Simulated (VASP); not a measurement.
# Pd (Fd-3m) in VASP: notebook

Runs on Pd. Level: LDA. Tasks: single point.

Program: VASP 6.6.1. These are calculated values, not measurements. Logs are shortened: lines on timing, memory, paths and dates and some standing lists are left out, and cuts for length are marked.

### Step 1. The cell of the first run

The structure is cubic, space group Fd-3m (No. 227). The conventional cell has a = 5.615 Å, b = 5.615 Å, c = 5.615 Å, α = 90.00°, β = 90.00°, γ = 90.00°. Pd (site symmetry -43m) has 4 Pd at 2.43 Å within 3.2 Å.

This isn't the form of Pd at room conditions, which is fcc.

### Step 2. Single point, LDA, collinear spin

File INCAR:

```
SYSTEM = Pd
PREC     = Accurate       ! precision mode
ENCUT    = 520            ! plane-wave cutoff, eV
EDIFF    = 1E-6           ! SCF threshold, eV
ISMEAR   = -1             ! smearing method
SIGMA    = 0.05           ! smearing width, eV
LREAL    = .False.        ! projectors in reciprocal space
LASPH    = .True.         ! aspherical terms in the spheres
NELM     = 150            ! most SCF steps
ALGO     = Normal         ! electronic algorithm
ISIF     = 2              ! what is computed and relaxed
LWAVE    = .False.        ! write WAVECAR
LCHARG   = .False.        ! write CHGCAR
ISPIN    = 2              ! spin polarisation
MAGMOM   = 0.5 -0.5       ! initial moments
LORBIT   = 11             ! projections on sites
LMAXMIX  = 4              ! l up to which the mixer works
NBANDS   = 21             ! bands
```

File KPOINTS:

```
regular mesh
0
Gamma
  10 10 10
  0 0 0
```

File POSCAR:

```
Pd
1.0
    0.0000000000      2.8073440366      2.8073440366
    2.8073440366      0.0000000000      2.8073440366
    2.8073440366      2.8073440366      0.0000000000
Pd
2
Direct
    0.1250000000      0.1250000000      0.1250000000
    0.8750000000      0.8750000000      0.8750000000
```

Potentials or basis: VASP PAW LDA potentials, release 64 (Pd).

On the command line:

```bash
> cat potpaw_LDA.64/Pd/POTCAR > POTCAR
> mpirun -np 1 vasp_std > vasp.out
```

OUTCAR:

```text
SYSTEM = Pd
   PREC = Accurate
   ENCUT = 520
   EDIFF = 1E-6
   ISMEAR = -1
   LREAL = .False.
   LASPH = .True.
   NELM = 150
   ISIF = 2
   ISPIN = 2
   LORBIT = 11

 ion  position               nearest neighbor table
   1  0.125  0.125  0.125-   2 2.43   2 2.43   2 2.43   2 2.43
   2  0.875  0.875  0.875-   1 2.43   1 2.43   1 2.43   1 2.43

  LATTYP: Found a face centered cubic cell.
 ALAT       =     5.6146880732

  Lattice vectors:

 A1 = (   0.0000000000,   2.8073440366,   2.8073440366)
 A2 = (   2.8073440366,   0.0000000000,   2.8073440366)
 A3 = (   2.8073440366,   2.8073440366,   0.0000000000)

Analysis of symmetry for initial positions (statically):
=====================================================================
 Subroutine PRICEL returns:
 Original cell was already a primitive cell.

 Routine SETGRP: Setting up the symmetry group for a
 face centered cubic supercell.

 Subroutine GETGRP returns: Found 48 space group operations
 (whereof 12 operations were pure point group operations)
 out of a pool of 48 trial point group operations.

The static configuration has the point symmetry D_3d.
 The point group associated with its full space group is O_h .

Analysis of symmetry for dynamics (positions and initial velocities):
=====================================================================
 Subroutine PRICEL returns:
 Original cell was already a primitive cell.

 Routine SETGRP: Setting up the symmetry group for a
 face centered cubic supercell.

 Subroutine GETGRP returns: Found 48 space group operations
 (whereof 12 operations were pure point group operations)
 out of a pool of 48 trial point group operations.

The dynamic configuration has the point symmetry D_3d.
 The point group associated with its full space group is O_h .

Analysis of structural, dynamic, and magnetic symmetry:
=====================================================================
 Subroutine PRICEL returns:
 Original cell was already a primitive cell.

 Routine SETGRP: Setting up the symmetry group for a
 face centered cubic supercell.

 Subroutine GETGRP returns: Found 48 space group operations
 (whereof 12 operations were pure point group operations)
 out of a pool of 48 trial point group operations.

The overall configuration has the point symmetry D_3d.
 The point group associated with its full space group is O_h .

 Subroutine INISYM returns: Found 48 space group operations
 (whereof 12 operations are pure point group operations),
 and found     1 'primitive' translations

----------------------------------------------------------------------------------------

                                     Primitive cell

  volume of cell :      44.2504

  direct lattice vectors                    reciprocal lattice vectors
     0.000000000  2.807344037  2.807344037    -0.178104284  0.178104284  0.178104284
     2.807344037  0.000000000  2.807344037     0.178104284 -0.178104284  0.178104284
     2.807344037  2.807344037  0.000000000     0.178104284  0.178104284 -0.178104284

  length of vectors
     3.970184011  3.970184011  3.970184011     0.308485669  0.308485669  0.308485669

  position of ions in fractional coordinates (direct lattice)
     0.125000000  0.125000000  0.125000000
     0.875000000  0.875000000  0.875000000

  ion indices of the primitive-cell ions
   primitive index   ion index
                 1           1
                 2           2

----------------------------------------------------------------------------------------

 KPOINTS: regular mesh

Automatic generation of k-mesh.
 Grid dimensions read from file:
 generate k-points for:   10   10   10

 Generating k-lattice:

  Cartesian coordinates                     Fractional coordinates (reciprocal lattice)
    -0.017810428  0.017810428  0.017810428     0.100000000  0.000000000  0.000000000
     0.017810428 -0.017810428  0.017810428     0.000000000  0.100000000  0.000000000
     0.017810428  0.017810428 -0.017810428     0.000000000  0.000000000  0.100000000

  Length of vectors
     0.030848567  0.030848567  0.030848567

  Shift w.r.t. Gamma in fractional coordinates (k-lattice)
     0.000000000  0.000000000  0.000000000

 Subroutine IBZKPT returns following result:
 ===========================================

 Found     47 irreducible k-points:

 Following reciprocal coordinates:
            Coordinates               Weight
  0.000000  0.000000  0.000000      1.000000
  0.100000  0.000000  0.000000      8.000000
  0.200000  0.000000  0.000000      8.000000
  0.300000  0.000000  0.000000      8.000000
  0.400000  0.000000  0.000000      8.000000
  0.500000  0.000000  0.000000      4.000000
[... 16 lines left out ...]
  0.300000  0.300000  0.000000      6.000000
  0.400000  0.300000  0.000000     24.000000
 [... further k-points ...]
   k-points           NKPTS =     47   k-points in BZ     NKDIM =     47   number of bands    NBANDS=     21
   number of dos      NEDOS =    301   number of ions     NIONS =      2
   total plane-waves  NPLWV =  27000
   dimension x,y,z NGX =    30 NGY =   30 NGZ =   30
   dimension x,y,z NGXF=    60 NGYF=   60 NGZF=   60
   ions per type =               2
   NGX,Y,Z   is equivalent  to a cutoff of  12.56, 12.56, 12.56 a.u.
   NGXF,Y,Z  is equivalent  to a cutoff of  25.12, 25.12, 25.12 a.u.
 SYSTEM =  Pd
   PREC   = accura    normal or accurate (medium, high low for compatibility)
   ISTART =      0    job   : 0-new  1-cont  2-samecut
   ICHARG =      2    charge: 1-file 2-atom 10-const
   ISPIN  =      2    spin polarized calculation?
   LNONCOLLINEAR =      F non collinear calculations
   LSORBIT =      F    spin-orbit coupling
   LASPH  =      T    aspherical Exc in radial PAW
   ENCUT  =  520.0 eV  38.22 Ry    6.18 a.u.   7.38  7.38  7.38*2*pi/ulx,y,z
   NELM   =    150;   NELMIN=  2; NELMDL= -5     # of ELM steps
   EDIFF  = 0.1E-05   stopping-criterion for ELM
   LREAL  =      F    real-space projection
   EDIFFG = 0.1E-04   stopping-criterion for IOM
   NSW    =      0    number of steps for IOM
   IBRION =     -1    ionic relax: 0-MD 1-quasi-New 2-CG
   NFREE  =      0    steps in history (QN), initial steepest desc. (CG)
   ISIF   =      2    stress and relaxation
   ISYM   =      2    0-nonsym 1-usesym 2-fastsym
   POTIM  = 0.5000    time-step for ionic-motion
   TEBEG  =    0.0;   TEEND  =   0.0 temperature during run
   PSTRESS=    0.0 pullay stress
   NELECT =      20.0000    total number of electrons
   NUPDOWN=      -1.0000    fix difference up-down
   EMIN   =  10.00;   EMAX   =-10.00  energy-range for DOS
   EFERMI =   0.00;   METHOD = LEGACY
   ISMEAR =    -1;   SIGMA  =   0.05  broadening in eV -4-tet -1-fermi 0-gaus
   EFERMI_NEDOS =   21; number of points for ismear=-14 and -15
   IALGO  =     38    algorithm
   IMIX   =      4    mixing-type and parameters
     AMIX     =   0.40;   BMIX     =  1.00
     AMIX_MAG =   1.60;   BMIX_MAG =  1.00
  volume/ion in A,a.u.               =      22.13       149.31
  Fermi-wavevector in a.u.,A,eV,Ry     =   1.256355  2.374168 21.475830  1.578429
  Thomas-Fermi vector in A             =   2.390067
   LORBIT       =     11    0 simple, 1 ext, 2 COOP (PROOUT), +10 PAW based schemes
   GGA     = CA    functional components
   LHFCALC =     F    Hartree Fock is set to
   AEXX    =    0.0000 exact exchange contribution
   IVDW    =     0    specifies the selected vdW correction
   LEPSILON=     F    determine dielectric tensor
   LRPA    =     F    only Hartree local field effects (RPA)
 spin polarized calculation
  energy-cutoff  :      520.00
  volume of cell :       44.25
 maximum number of plane-waves:      1243
 NGX is ok and might be reduce to    30
   NGX = 15   NGY = 15   NGZ = 15

 number of electron      20.0000006 magnetization       0.0000000

 number of electron      20.0000006 magnetization      -0.0000000

 Free energy of the ion-electron system (eV)
  ---------------------------------------------------
  ext. energy  EPLUGINS =         0.00000000
  ---------------------------------------------------
  free energy    TOTEN  =       -10.20385042 eV

  energy without entropy =      -10.14829383  energy(sigma->0) =      -10.17607212

 E-fermi :   4.7091     XC(G=0): -10.8478

 val. band max:        4.6917383542   @ k =   0.3000   0.1000   0.0000
 cond. band min:       4.7096481396   @ k =  -0.3000   0.4000   0.1000
 fundamental gap:      0.0179097854
 Fermi energy:         4.7090529248

 spin component 1

 k-point     1 :       0.0000    0.0000    0.0000
  band No.  band energies     occupation
      1      -0.3783      1.00000
      2       0.8796      1.00000
      3       0.8796      1.00000
      4       1.0593      1.00000
      5       1.0593      1.00000
      6       1.0593      1.00000
[... 13 lines left out ...]
     20      19.2144      0.00000
     21      19.2144      0.00000
[... 529 lines left out ...]
 k-point    24 :       0.4000    0.3000    0.0000
  band No.  band energies     occupation
      1       0.3092      1.00000
      2       0.8764      1.00000
      3       0.9624      1.00000
      4       1.4393      1.00000
      5       1.7820      1.00000
      6       1.8766      1.00000
[... 13 lines left out ...]
     20      24.2642      0.00000
     21      25.5646      0.00000

 [... further k-points ...]

 spin component 2

 k-point     1 :       0.0000    0.0000    0.0000
  band No.  band energies     occupation
      1      -0.3783      1.00000
      2       0.8796      1.00000
      3       0.8796      1.00000
      4       1.0593      1.00000
      5       1.0593      1.00000
      6       1.0593      1.00000
[... 13 lines left out ...]
     20      19.2144      0.00000
     21      19.2144      0.00000
[... 529 lines left out ...]
 k-point    24 :       0.4000    0.3000    0.0000
  band No.  band energies     occupation
      1       0.3092      1.00000
      2       0.8764      1.00000
      3       0.9624      1.00000
      4       1.4393      1.00000
      5       1.7820      1.00000
      6       1.8766      1.00000
[... 13 lines left out ...]
     20      24.2642      0.00000
     21      25.5646      0.00000

 [... further k-points ...]

------------------------ aborting loop because EDIFF is reached ----------------------------------------

  FORCE on cell =-STRESS in cart. coord.  units (eV):
  Direction    XX          YY          ZZ          XY          YZ          ZX
  --------------------------------------------------------------------------------------
  -------------------------------------------------------------------------------------
  Total       -0.0608679     -0.0608679     -0.0608679     -0.0000000      0.0000000     -0.0000000
  in kB       -2.2038508     -2.2038508     -2.2038508     -0.0000000      0.0000000     -0.0000000
  external PRESSURE =      -2.2038508 kB  Pullay stress =       0.0000000 kB

 VOLUME and BASIS-vectors are now :
 -----------------------------------------------------------------------------
  energy-cutoff  :      520.00
  volume of cell :       44.25
      direct lattice vectors                 reciprocal lattice vectors
     0.000000000  2.807344037  2.807344037    -0.178104284  0.178104284  0.178104284
     2.807344037  0.000000000  2.807344037     0.178104284 -0.178104284  0.178104284
     2.807344037  2.807344037  0.000000000     0.178104284  0.178104284 -0.178104284

 POSITION                                       TOTAL-FORCE (eV/Angst)
 -----------------------------------------------------------------------------------
      0.70184      0.70184      0.70184        -0.000000      0.000000      0.000000
      4.91285      4.91285      4.91285         0.000000     -0.000000     -0.000000
 -----------------------------------------------------------------------------------
    total drift:                               -0.000000      0.000000      0.000000

  FREE ENERGIE OF THE ION-ELECTRON SYSTEM (eV)
  ---------------------------------------------------
  free  energy   TOTEN  =       -10.2038504170 eV

  energy  without entropy=      -10.1482938312  energy(sigma->0) =      -10.17607212

 total charge

# of ion       s       p       d       tot
------------------------------------------
    1        0.539   0.370   8.516   9.425
    2        0.539   0.370   8.516   9.425
--------------------------------------------------
tot          1.077   0.740  17.033  18.850

 magnetization (x)

# of ion       s       p       d       tot
------------------------------------------
    1       -0.000  -0.000  -0.000  -0.000
    2        0.000   0.000   0.000   0.000
--------------------------------------------------
tot          0.000   0.000   0.000   0.000
```

It took 97 s on 1 thread of AMD EPYC 7R13, shared host; peak memory 0.17 GiB.

What came out:

| Item | Value |
| --- | --- |
| Free energy | -10.2039 eV |
| Pressure | -0.2 GPa |
| Band gap on the k mesh | zero (filled and empty bands overlap) |
| Net moment | 0.00 μB per cell |
| Valence electrons inside the program's atomic spheres | Pd 9.43 |

Levels at points of the mesh, in eV from the Fermi level:
Spin up:
| k point | band 6 | band 7 | band 8 | band 9 | band 10 | band 11 | band 12 | band 13 | band 14 | band 15 |
| --- | --- | --- | --- | --- | --- | --- | --- | --- | --- | --- |
| (0.00, 0.00, 0.00) | -3.65 | -1.53 | -1.53 | -1.53 | -0.15 | -0.15 | 12.29 | 12.29 | 12.29 | 12.65 |
| (0.50, 0.00, 0.00) | -3.40 | -1.14 | -1.14 | -0.37 | -0.37 | -0.32 | 1.37 | 8.90 | 8.90 | 10.72 |
| (0.50, 0.50, 0.00) | -2.16 | -2.07 | -2.07 | -0.16 | -0.16 | 1.99 | 1.99 | 4.83 | 4.83 | 9.95 |
Spin down:
| k point | band 8 | band 9 | band 10 | band 11 | band 12 | band 13 |
| --- | --- | --- | --- | --- | --- | --- |
| (0.00, 0.00, 0.00) | -1.53 | -1.53 | -0.15 | -0.15 | 12.29 | 12.29 |
| (0.50, 0.00, 0.00) | -1.14 | -0.37 | -0.37 | -0.32 | 1.37 | 8.90 |
| (0.50, 0.50, 0.00) | -2.07 | -0.16 | -0.16 | 1.99 | 1.99 | 4.83 |

### Step 3. Single point, LDA, collinear spin (19.47 Å³/atom)

This run uses another cell than the first one, of 19.47 Å³/atom.

File INCAR:

```
PREC = Accurate ; ENCUT = 520
EDIFF = 1E-7 ; ISMEAR = -1
SIGMA = 0.05 ; LREAL = F
LASPH = T ; NELM = 150
ALGO = Normal ; ISIF = 2
LWAVE = F ; LCHARG = F
ISPIN = 2 ; MAGMOM = 0.422 0.422
LORBIT = 11 ; LMAXMIX = 4
NBANDS = 21
```

File KPOINTS:

```
regular mesh
0
Gamma
  11 11 11
```

File POSCAR:

```
Pd
1.0
    0.0000000000      2.6902327926      2.6902327926
    2.6902327926      0.0000000000      2.6902327926
    2.6902327926      2.6902327926      0.0000000000
Pd
2
Direct
    0.1250000000      0.1250000000      0.1250000000
    0.8750000000      0.8750000000      0.8750000000
```

Potentials or basis: VASP PAW LDA potentials, release 64 (Pd).

On the command line:

```bash
> cat potpaw_LDA.64/Pd/POTCAR > POTCAR
> mpirun -np 1 vasp_std > vasp.out
```

Wall time 2 min (1 thread of AMD EPYC 7R13, shared host); peak memory 0.16 GiB.

It converged, with:

* Free energy: -9.9678 eV
* Pressure: 16.5 GPa
* Net moment: 0.45 μB per cell
* Site moments: Pd +0.21 μB
* Valence electrons inside the program's atomic spheres: Pd 9.66

Levels at points of the mesh, in eV from the Fermi level:
Spin up:
```tsv
k point	band 7	band 8	band 9	band 10	band 11	band 12	band 13	band 14
(0.00, 0.00, 0.00)	-1.93	-1.93	-1.93	-0.22	-0.22	13.17	13.20	13.20
```
Spin down:
| k point | band 6 | band 7 | band 8 | band 9 | band 10 | band 11 | band 12 | band 13 | band 14 | band 15 |
| --- | --- | --- | --- | --- | --- | --- | --- | --- | --- | --- |
| (0.00, 0.00, 0.00) | -4.28 | -1.79 | -1.79 | -1.79 | -0.07 | -0.07 | 13.20 | 13.24 | 13.24 | 13.24 |

Caveat: the cell stands under pressure.

### Step 4. Single point, LDA, collinear spin (20.36 Å³/atom)

This run uses another cell than the first one, of 20.36 Å³/atom.

File INCAR:

```
SYSTEM = Pd
PREC = Accurate ; ENCUT = 520
EDIFF = 1E-7 ; ISMEAR = -1
SIGMA = 0.05 ; LREAL = .FALSE.
LASPH = .TRUE. ; NELM = 150
ALGO = Normal ; ISIF = 2
LWAVE = .FALSE. ; LCHARG = .FALSE.
ISPIN = 2 ; MAGMOM = 0.422 0.422
LORBIT = 11 ; LMAXMIX = 4
NBANDS = 21
```

File KPOINTS:

```
regular mesh
0
G
  11 11 11
  0 0 0
```

File POSCAR:

```
Pd
1.0
    0.0000000000      2.7303914414      2.7303914414
    2.7303914414      0.0000000000      2.7303914414
    2.7303914414      2.7303914414      0.0000000000
Pd
2
Direct
    0.1250000000      0.1250000000      0.1250000000
    0.8750000000      0.8750000000      0.8750000000
```

On the command line:

```bash
> cat potpaw_LDA.64/Pd/POTCAR > POTCAR
> mpirun -np 1 vasp_std > vasp.out
```

Wall time 1.9 min (1 thread of AMD EPYC 7R13, shared host); peak memory 0.17 GiB.

Results (log left out):

- Free energy: -10.1110 eV
- Pressure: 9.5 GPa
- Net moment: 0.68 μB per cell
- Site moments: Pd +0.33 μB
- Valence electrons inside the program's atomic spheres: Pd 9.57

Levels at points of the mesh, in eV from the Fermi level:
Spin up:
```csv
k point,band 8,band 9,band 10,band 11,band 12,band 13,band 14,band 15
"(0.00, 0.00, 0.00)",-1.84,-1.84,-0.26,-0.26,12.88,12.88,12.88,12.99
```
Spin down:
| k point | band 8 | band 9 | band 10 | band 11 | band 12 | band 13 |
| --- | --- | --- | --- | --- | --- | --- |
| (0.00, 0.00, 0.00) | -1.64 | -1.64 | -0.03 | -0.03 | 12.96 | 12.96 |

Caveat: the cell stands under pressure.

[end of part 1 of 2]
